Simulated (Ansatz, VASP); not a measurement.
# One calculation of PbS, two programs

```
CELL_PARAMETERS angstrom
0.00000 2.96500 2.96500
2.96500 0.00000 2.96500
2.96500 2.96500 0.00000
ATOMIC_POSITIONS crystal
Pb 0.00000 0.00000 0.00000
S 0.50000 0.50000 0.50000
```

Alike in both runs: task single point; functional PBE; k mesh 7 × 7 × 7; occupations fermi-dirac, width 0.15 eV; no spin polarisation.

|  | VASP | Ansatz |
| --- | --- | --- |
| version | VASP 6.6.1 | Ansatz 0.2.0 |
| potentials or method | VASP PAW PBE potentials, release 64 (Pb_d, S), cutoff 500 eV | all-electron LAPW, scalar-relativistic |

```csv
,VASP,Ansatz,Ansatz less VASP
pressure (GPa),2.1,2.2,+0.09
```

Ansatz ran all-electron here, and VASP with PAW potentials.

Spin-orbit coupling is off throughout.
